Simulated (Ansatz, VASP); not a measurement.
# Cs in VASP and in Ansatz

```
CELL_PARAMETERS angstrom
-3.09806 3.09806 2.87138
3.09806 -3.09806 2.87138
3.09806 3.09806 -2.87138
ATOMIC_POSITIONS crystal
Cs 0.00000 0.00000 0.00000
```

Change from the starting cell: strain +0.025 along x and y, -0.050 along z, atoms carried along.

Alike in both runs: task single point; functional PBEsol; k mesh 12 × 12 × 12; occupations gaussian, width 0.15 eV; no spin polarisation.

|  | VASP | Ansatz |
| --- | --- | --- |
| version | VASP 6.6.1 | Ansatz 0.2.0 |
| potentials or method | VASP PAW PBE potentials, release 64 (Cs_sv), cutoff 520 eV | scalar-relativistic, plane waves, PAW |
| valence electrons in the cell | 9 | 9 |

|  | VASP | Ansatz | Ansatz less VASP |
| --- | --- | --- | --- |
| gap on the k mesh at the Fermi level (eV) | none | none | - |
| pressure (GPa) | 0.0 | 0.0 | +0.02 |

VASP's potentials were made for PBE, not for PBEsol. A gap of «none» marks a metal or a gap that the smearing closes.

Spin-orbit coupling is off throughout.
